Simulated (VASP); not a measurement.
# Si23H4O48 (a cell with a defect) in VASP: a series of runs, part 2 of 2

VASP 6.6.1. The steps go on from the part before.

## Step 4: Single point, PBE

Contents of INCAR:

```
PREC = Accurate ; ENCUT = 520
EDIFF = 1E-6 ; ISMEAR = 0
SIGMA = 0.02 ; LREAL = Auto
LASPH = True ; NELM = 60
ALGO = Normal ; ISIF = 2
LWAVE = False ; LCHARG = False
GGA = PE ; NBANDS = 235
```

Contents of KPOINTS:

```
Automatic mesh
0
Gamma
  1 1 1
```

Contents of POSCAR:

```
Si23H4O48
1.0
    9.8316000000      0.0000000000      0.0000000000
   -4.9158000000      8.5144150000      0.0000000000
    0.0000000000      0.0000000000     10.8182000000
Si O H
23 48 4
Direct
    0.2668430000      0.0009767400      0.1634700000
    0.0028516000      0.2703680000      0.3357050000
    0.2306050000      0.2354080000      0.0001007300
    0.2653480000      0.9977494000      0.6636500000
    0.9932126000      0.2663560000      0.8350300000
    0.2323110000      0.2285110000      0.5017520000
    0.2682820000      0.5027390000      0.1672110000
    0.9997803800      0.7676140000      0.3331480000
    0.2338640000      0.7330290000      0.9966533000
    0.9989205000      0.7666930000      0.8327140000
    0.2344290000      0.7356140000      0.4976220000
    0.7692410000      0.0042952000      0.1672390000
    0.4984520000      0.2670890000      0.3326380000
    0.7266420000      0.2320240000      0.0002954000
    0.7657180000      0.0012322000      0.6669000000
    0.4945750000      0.2657660000      0.8320270000
    0.7327730000      0.2338080000      0.4992370000
    0.7651740000      0.5008340000      0.1672980000
    0.5011880000      0.7703670000      0.3320530000
    0.7350830000      0.7369020000      0.0012113000
    0.7631940000      0.4995590000      0.6663380000
    0.5046480000      0.7692100000      0.8316280000
    0.7327490000      0.7354920000      0.4996880000
    0.0687650000      0.2066210000      0.4462400000
    0.2961240000      0.3658270000      0.1099080000
    0.1402060000      0.4347450000      0.2786630000
    0.2024600000      0.0698960000      0.0553950000
    0.3623780000      0.2944360000      0.3913610000
    0.4306990000      0.1384180000      0.2213530000
    0.0654320000      0.2098730000      0.9457150000
    0.3038820000      0.3517710000      0.6166480000
    0.1356700000      0.4290170000      0.7780800000
    0.1997120000      0.0574320000      0.5499300000
    0.3584550000      0.2958220000      0.8879650000
    0.4284840000      0.1364520000      0.7217280000
    0.0679010000      0.7063220000      0.4438320000
    0.2991160000      0.8684090000      0.1031500000
    0.1368330000      0.9300380000      0.2735220000
    0.2040780000      0.5698520000      0.0580140000
    0.3639780000      0.7993980000      0.3865800000
    0.4342950000      0.6406840000      0.2215190000
    0.0677460000      0.7049810000      0.9423610000
    0.2993620000      0.8643310000      0.6090240000
    0.1350350000      0.9300380000      0.7738950000
    0.2058530000      0.5699500000      0.5554350000
    0.3593880000      0.7870590000      0.8833780000
    0.4574520000      0.6484340000      0.7143040000
    0.5683340000      0.2046660000      0.4411890000
    0.7907210000      0.3628830000      0.1097040000
    0.6344730000      0.4331810000      0.2768560000
    0.7032200000      0.0691220000      0.0573170000
    0.8658290000      0.2991990000      0.3913950000
    0.9337440000      0.1415760000      0.2241200000
    0.5617480000      0.2046160000      0.9436860000
    0.7914020000      0.3622690000      0.6109670000
    0.6303510000      0.4323090000      0.7751710000
    0.7053660000      0.0690910000      0.5554790000
    0.8539980000      0.2927100000      0.8882170000
    0.9307640000      0.1366270000      0.7244910000
    0.5684650000      0.7078670000      0.4422990000
    0.7990200000      0.8685060000      0.1101390000
    0.6394420000      0.9356300000      0.2772850000
    0.7054800000      0.5714430000      0.0574340000
    0.8637870000      0.7971160000      0.3899890000
    0.9305870000      0.6356190000      0.2243800000
    0.5697540000      0.7090080000      0.9453830000
    0.7944690000      0.8645580000      0.6107280000
    0.6368080000      0.9393260000      0.7782680000
    0.7041320000      0.5699330000      0.5561050000
    0.8633810000      0.7966100000      0.8896810000
    0.9285160000      0.6335080000      0.7246220000
    0.4523665300      0.5490853000      0.7251953700
    0.2297450000      0.3561110000      0.6755540000
    0.3027980000      0.5849670000      0.5956360000
    0.1163320000      0.4796660000      0.7069560000
```

Potentials or basis: VASP PAW PBE potentials, release 64 (Si, O, H).

On the command line:

```console
$ cat potpaw_PBE.64/Si/POTCAR potpaw_PBE.64/O/POTCAR potpaw_PBE.64/H/POTCAR > POTCAR
$ mpirun -np 1 vasp_gam > vasp.out
```

OUTCAR:

```text
PREC = Accurate
   ENCUT = 520
   EDIFF = 1E-6
   ISMEAR = 0
   LREAL = Auto
   LASPH = True
   NELM = 60
   ISIF = 2
   GGA = PE

 ion  position               nearest neighbor table
   1  0.267  0.001  0.163-  29 1.62  37 1.62  38 1.63  27 1.63   3 3.06  13 3.07   9 3.07   8 3.08

   2  0.003  0.270  0.336-  26 1.62  52 1.62  24 1.63  53 1.63  17 3.06   7 3.06   6 3.07  12 3.07

   3  0.231  0.235  0.000-  27 1.62  30 1.62  25 1.63  34 1.63   7 3.06  16 3.06   1 3.06   5 3.07
[... 83 lines left out ...]
  70  0.863  0.797  0.890-  10 1.62  20 1.63
  71  0.929  0.634  0.725-  21 1.62  10 1.63
  72  0.452  0.549  0.725-  47 0.96
  73  0.230  0.356  0.676-  31 0.99
[... 531 lines left out ...]
  Total       14.1096324     17.6220844     14.1360591      0.1572292     -0.9660785     -0.1962728
  in kB       24.9627405     31.1769652     25.0094945      0.2781697     -1.7091846     -0.3472455
  external PRESSURE =      27.0497334 kB  Pullay stress =       0.0000000 kB

 VOLUME and BASIS-vectors are now :
 -----------------------------------------------------------------------------
  energy-cutoff  :      520.00
  volume of cell :      905.60
      direct lattice vectors                 reciprocal lattice vectors
     9.831600000  0.000000000  0.000000000     0.101712844  0.058723941  0.000000000
    -4.915800000  8.514415000  0.000000000     0.000000000  0.117447881  0.000000000
     0.000000000  0.000000000 10.818200000     0.000000000  0.000000000  0.092436819

 POSITION                                       TOTAL-FORCE (eV/Angst)
 -----------------------------------------------------------------------------------
      2.61869      0.00832      1.76845         0.013891     -0.001646     -0.003340
     -1.30104      2.30203      3.63172        -0.002571      0.014059      0.005870
      1.11000      2.00436      0.00109        -0.011591     -0.005903     -0.009038
     -2.29594      8.49525      7.17950         0.014420      0.003689      0.012829
      8.45552      2.26787      9.03352         0.019069     -0.007311      0.019023
      1.16067      1.94564      5.42805        -0.004514     -0.001045     -0.029838
[... 67 lines left out ...]
      0.10141      4.98065      6.44371         0.087845     -0.013787      0.044507
     -1.21421      4.08408      7.64799        -0.016562      0.050255     -0.058334
 -----------------------------------------------------------------------------------
    total drift:                               -0.019780      0.002943     -0.013807

  FREE ENERGIE OF THE ION-ELECTRON SYSTEM (eV)
  ---------------------------------------------------
  free  energy   TOTEN  =      -573.5296102316 eV

  energy  without entropy=     -573.5296102316  energy(sigma->0) =     -573.52961023
```

stdout:

```text
POSCAR found type information on POSCAR SiO H
 POSCAR found :  3 types and      75 ions
 scaLAPACK will be used
 LDA part: xc-table for (Slater+PW92), standard interpolation
 POSCAR, INCAR and KPOINTS ok, starting setup
 FFT: planning ... GRIDC
 FFT: planning ... GRID_SOFT
 FFT: planning ... GRID
 WAVECAR not read
 entering main loop
```

Wall time 10 min (1 thread of Intel Xeon 8259CL, shared host); peak memory 0.99 GiB.

Results:

```
Free energy            : -573.5296 eV
Pressure               : 2.7 GPa
Largest force          : 0.733 eV/Å
Band gap on the k mesh : 5.71 eV
```

Forces in eV/Å, atoms in the order of the input:
```
Si   0.014 -0.002 -0.003
Si  -0.003  0.014  0.006
Si  -0.012 -0.006 -0.009
Si   0.014  0.004  0.013
Si   0.019 -0.007  0.019
Si  -0.005 -0.001 -0.030
Si   0.012 -0.005 -0.002
Si  -0.010  0.011 -0.001
Si  -0.002 -0.014 -0.003
Si  -0.003  0.007 -0.001
Si  -0.031  0.012 -0.015
Si   0.013  0.002 -0.005
Si  -0.006  0.008  0.002
Si  -0.008 -0.010  0.002
Si   0.007 -0.001 -0.006
Si  -0.011  0.017 -0.001
Si  -0.004 -0.008  0.003
Si   0.009 -0.001 -0.002
Si  -0.002  0.008  0.002
Si  -0.005 -0.011  0.003
Si   0.008 -0.005  0.007
Si  -0.044  0.041  0.006
Si  -0.005 -0.016  0.001
O    0.004  0.010 -0.004
O   -0.010 -0.001 -0.006
O    0.008 -0.005 -0.001
O    0.014  0.005  0.007
O   -0.006 -0.010  0.004
O   -0.010  0.006  0.005
O   -0.002  0.008 -0.005
O    0.026 -0.001 -0.030
O    0.022 -0.015  0.011
O    0.003  0.005  0.001
O    0.000 -0.008  0.008
O   -0.013 -0.001 -0.001
O    0.005  0.008 -0.002
O   -0.008 -0.006 -0.005
O    0.013 -0.007 -0.007
O    0.007  0.008  0.002
O   -0.002 -0.014  0.008
O   -0.007  0.006  0.003
O    0.001  0.008 -0.006
O   -0.004 -0.012 -0.008
O    0.012 -0.002 -0.009
O   -0.036 -0.022  0.008
O    0.004 -0.010  0.004
O   -0.311  0.599 -0.068
O   -0.001  0.010 -0.006
O   -0.010 -0.005 -0.005
O    0.009 -0.001 -0.003
O    0.010  0.003  0.004
O    0.000 -0.011  0.007
O   -0.009  0.008  0.004
O    0.001  0.005 -0.003
O   -0.005 -0.005 -0.009
O    0.012 -0.004 -0.006
O    0.008  0.005  0.006
O    0.004 -0.011  0.005
O   -0.005  0.009  0.004
O    0.000  0.013 -0.007
O   -0.008 -0.003 -0.007
O    0.006 -0.008 -0.002
O    0.010  0.006  0.005
O   -0.002 -0.009  0.008
O   -0.009  0.007  0.007
O   -0.005  0.004 -0.015
O   -0.011 -0.008 -0.007
O    0.008 -0.004  0.000
O    0.007  0.009  0.003
O   -0.003 -0.010  0.007
O   -0.005  0.004  0.006
H    0.321 -0.657  0.052
H   -0.049  0.032  0.073
H    0.088 -0.014  0.045
H   -0.017  0.050 -0.058
```

Caveat: the k points lie up to 0.74 Å⁻¹ apart.

## Step 5: Summary

| cell | gap on the mesh (eV) | pressure (GPa) | largest force (eV/Å) |
| --- | --- | --- | --- |
| as given, atomic positions A | 5.71 | 3.2 | 10.92 |
| as given, atomic positions B | 5.71 | 2.9 | 4.72 |
| as given, atomic positions C | 5.71 | 2.7 | 0.73 |

Alike in all rows: task single point; level PBE; potentials or basis VASP PAW PBE potentials, release 64 (Si, O, H); no spin polarisation; k mesh 1 × 1 × 1; cutoff (eV) 520; smearing gaussian 0.02 eV.

Caveats: all runs use coarse meshes.

Total energies depend on the potentials used, so only differences within one code and one set of settings carry meaning.
